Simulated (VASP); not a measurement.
Input of a VASP 6.6.1 run:

The input INCAR:

```
SYSTEM = Al30Ga
ALGO = Normal
EDIFF = 1E-6
ENCUT = 520
GGA = PE
ISIF = 2
ISMEAR = 0
LASPH = .True.
LCHARG = .True.
LELF = .True.
LREAL = Auto
LVHAR = .True.
LWAVE = .False.
NBANDS = 72
NELM = 100
PREC = Accurate
SIGMA = 0.1
```

KPOINTS

```
k-points
0
Gamma
  2 2 2
  0 0 0
```

POSCAR

```
Al30Ga
1.0
    8.1000000000      0.0000000000      0.0000000000
    0.0000000000      8.1000000000      0.0000000000
    0.0000000000      0.0000000000      8.1000000000
Al Ga
30 1
Direct
    0.5009321097      0.0000000000     -0.0009937496
    0.7500886190      0.2505772441     -0.0014363978
    0.7508440183      0.0000000000      0.2483509081
   -0.0002051544      0.0000000000     -0.0002051544
    0.2508749212      0.2496640051      0.0001504542
    0.5017786639      0.5000000000     -0.0020897196
    0.7500886190      0.7494227559     -0.0014363978
    0.5013821415      0.2516400787      0.2483573769
    0.7503589719      0.5000000000      0.2506964666
    0.7505049694      0.2524144111      0.5008627059
    0.7508233420      0.0000000000      0.7508233420
   -0.0008380380      0.5000000000     -0.0008380380
    0.2508749212      0.7503359949      0.0001504542
    0.0001504542      0.2496640051      0.2508749212
    0.2504744956      0.5000000000      0.2504744956
    0.5013821415      0.7483599213      0.2483573769
   -0.0009937496      0.0000000000      0.5009321097
    0.2483573769      0.2516400787      0.5013821415
    0.5016692711      0.5000000000      0.5016692711
    0.7505049694      0.7475855889      0.5008627059
    0.2483509081      0.0000000000      0.7508440183
    0.5008627059      0.2524144111      0.7505049694
    0.7493136965      0.5000000000      0.7493136965
    0.0001504542      0.7503359949      0.2508749212
   -0.0020897196      0.5000000000      0.5017786639
    0.2483573769      0.7483599213      0.5013821415
   -0.0014363978      0.2505772441      0.7500886190
    0.2506964666      0.5000000000      0.7503589719
    0.5008627059      0.7475855889      0.7505049694
   -0.0014363978      0.7494227559      0.7500886190
    0.4973151374      0.0000000000      0.4973151374
```

Potentials or basis: VASP PAW PBE potentials, release 64 (Al, Ga_d).

Launch:

```bash
$ cat potpaw_PBE.64/Al/POTCAR potpaw_PBE.64/Ga_d/POTCAR > POTCAR
$ mpirun -np 1 vasp_std > vasp.out
```

(1) Estimate the pressure.

(2) What does it give for the band gap on the k mesh?

Results:

(1) -0.3 GPa.

(2) zero (an odd number of electrons rules out a gap without spin polarisation).

Caveat: the k points lie up to 0.39 Å⁻¹ apart, too coarse for converged energies and pressures of a metal.
